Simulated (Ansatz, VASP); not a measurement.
## AgCl in VASP and in Ansatz

INCAR

```
SYSTEM = AgCl
PREC = Accurate ; ENCUT = 520
EDIFF = 1E-6 ; ISMEAR = 0
SIGMA = 0.05 ; LREAL = .FALSE.
LASPH = .TRUE. ; NELM = 100
ALGO = Normal ; ISIF = 2
LWAVE = .FALSE. ; LCHARG = .FALSE.
GGA = PS ; NBANDS = 16
```

Contents of KPOINTS:

```
Automatic mesh
0
G
  12 12 12
  0 0 0
```

Contents of POSCAR:

```
AgCl
1.0
    3.4188040423     -0.0603045489     -0.0603045489
   -0.0603045489      3.4188040423     -0.0603045489
   -0.0603045489     -0.0603045489      3.4188040423
Ag Cl
1 1
Direct
    0.0000000000      0.0000000000      0.0000000000
    0.5000000000      0.5000000000      0.5000000000
```

Input for Ansatz:

```yaml
crystal:
  lattice:
    - [3.4188040423, -0.0603045489, -0.0603045489]
    - [-0.0603045489, 3.4188040423, -0.0603045489]
    - [-0.0603045489, -0.0603045489, 3.4188040423]
  atoms:
    - { symbol: Ag, position: [0.0, 0.0, 0.0] }
    - { symbol: Cl, position: [0.5, 0.5, 0.5] }
basis:
  ecutwfc: 420
kpoints:
  mp_grid: { grid: [12, 12, 12] }
hamiltonian:
  xc: pbesol
scf:
  occupations: { method: gaussian, width: 0.05 }
output:
  forces: true
  stress: true
  eigenvalues: true
```

Alike in both runs: task single point; functional PBEsol; k mesh 12 × 12 × 12; occupations gaussian, width 0.05 eV; no spin polarisation.

|  | VASP | Ansatz |
| --- | --- | --- |
| version | VASP 6.6.1 | Ansatz 0.2.0 |
| potentials or method | VASP PAW PBE potentials, release 64 (Ag, Cl), cutoff 520 eV | scalar-relativistic, plane waves, PAW |
| valence electrons in the cell | 18 | 26 |

```tsv
	VASP	Ansatz	Ansatz less VASP
gap on the k mesh at the Fermi level (eV)	0.32	0.32	0.000
least direct gap on the mesh (eV)	1.93	1.93	-0.001
pressure (GPa)	-4.0	-3.9	+0.10
traceless stress, the component that is largest in VASP (GPa)	-0.52	-0.51	+0.006
```

VASP's potentials were made for PBE, not for PBEsol. VASP's potentials hold 18 valence electrons a cell and Ansatz's 26, so a difference there can come from the potentials and not from the codes.
